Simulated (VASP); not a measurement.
Write the native input for VASP 6.6.1 that does the following.

* Task: single point
* Functional: PBEsol
* Dispersion: D3(BJ)
* Potentials or basis: VASP PAW PBE potentials, release 64 (Li_sv)
* Cutoff: 520 eV
* k mesh: 16 × 16 × 10
* Occupations: gaussian, width 0.15 eV
* Spin: no spin polarisation
* Dipole correction: no
* Further INCAR settings: ALGO = Fast; EDIFF = 1e-07; NBANDS = 10

The structure of Li lies in POSCAR:

```
Li
1.0
    0.0000000000     -2.0954789853     -2.0954789853
    0.0000000000      2.0954789853     -2.0954789853
    4.1909579706      0.0000000000      0.0000000000
Li
2
Direct
    0.5253402684      0.4746597316      0.5000000000
   -0.0253402684      0.0253402684      0.0000000000
```

This cell differs from its parent crystal: mode 4 frozen in at -0.106 Å and mode 5 at +0.000 Å (largest displacements).

These files were run (other wordings do the same):

INCAR

```
SYSTEM = Li
  PREC = Accurate
  ENCUT = 520
  EDIFF = 1E-7
  ISMEAR = 0
  SIGMA = 0.15
  LREAL = .False.
  LASPH = .True.
  NELM = 80
  ALGO = Fast
  ISIF = 2
  LWAVE = .False.
  LCHARG = .False.
  GGA = PS
  IVDW = 12
  NBANDS = 10
```

KPOINTS

```
regular mesh
0
Gamma
  16 16 10
  0 0 0
```

Potentials or basis: VASP PAW PBE potentials, release 64 (Li_sv).

Launch:

```sh
$ cat potpaw_PBE.64/Li_sv/POTCAR > POTCAR
$ mpirun -np 1 vasp_std > vasp.out
```

Results of the run:

```yaml
Largest_force: 0.175 eV/Å
Band_gap_on_the_k_mesh: zero (band 3 reaches 4.50 eV, above the bottom of band 4 at -1.21 eV)
Dispersion_energy_per_atom: -0.165 eV
```

Caveat: the cell differs from its parent crystal (mode 4 frozen in at -0.106 Å and mode 5 at +0.000 Å (largest displacements)); the PAW data sets were made with another functional, which shifts forces and pressure a little.

Run time: 82 s on 1 thread of Intel(R) Xeon(R) Platinum 8488C (Sapphire Rapids), with other jobs on the host, peak memory 0.24 GiB.
